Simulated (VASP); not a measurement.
Crystal: MgO.

```
CELL_PARAMETERS angstrom
2.95807 0.00000 0.00000
-1.47903 2.56176 0.00000
0.00000 0.00000 5.15670
ATOMIC_POSITIONS crystal
Mg 0.00000 0.00000 0.00000
Mg 0.00000 0.00000 0.50000
O 0.33333 0.66667 0.25000
O 0.66667 0.33333 0.75000
```

- Program: VASP 6.6.1
- Task: relaxation of cell and atoms
- Functional: LDA
- Potentials or basis: VASP PAW LDA potentials, release 64 (Mg, O)
- Cutoff: 600 eV
- k mesh: 12 × 12 × 4
- Occupations: fermi-dirac, width 0.02 eV
- Spin: no spin polarisation

At the start: pressure -11.9 GPa; volume 9.77 Å³/atom.

Task: How do energy, volume and symmetry change on relaxing?

Result: Over 8 steps the energy falls by 29.9 meV/atom and the volume is 9.01 Å³/atom (-7.7 %); space group P6_3/mmc (No. 194, to 0.1 Å) before and after.

The path:
| step | energy change (eV) | largest force (eV/Å) | pressure (GPa) | volume (Å³) |
| --- | --- | --- | --- | --- |
| 1 | 0.0000 | 0.0000 | -11.86 | 39.08 |
| 2 | -0.1053 | 0.0000 | 4.84 | 35.13 |
| 3 | -0.1193 | 0.0000 | -0.02 | 36.07 |
| 4 | -0.1193 | 0.0000 | -0.30 | 36.12 |
| 5 | -0.1195 | 0.0000 | -0.25 | 36.11 |
| 6 | -0.1195 | 0.0000 | -0.27 | 36.11 |
| 7 | -0.1196 | 0.0000 | 0.08 | 36.04 |
| 8 | -0.1196 | 0.0000 | -0.01 | 36.06 |

Final structure:
```
Mg O
1.0
     2.87963    0.00000    0.00000
    -1.43982    2.49383    0.00000
     0.00000    0.00000    5.02085
Mg O
2 2
Cartesian
  0.0000 0.0000 0.0000
  0.0000 0.0000 2.5104
  0.0000 1.6626 1.2552
  1.4398 0.8313 3.7656
```
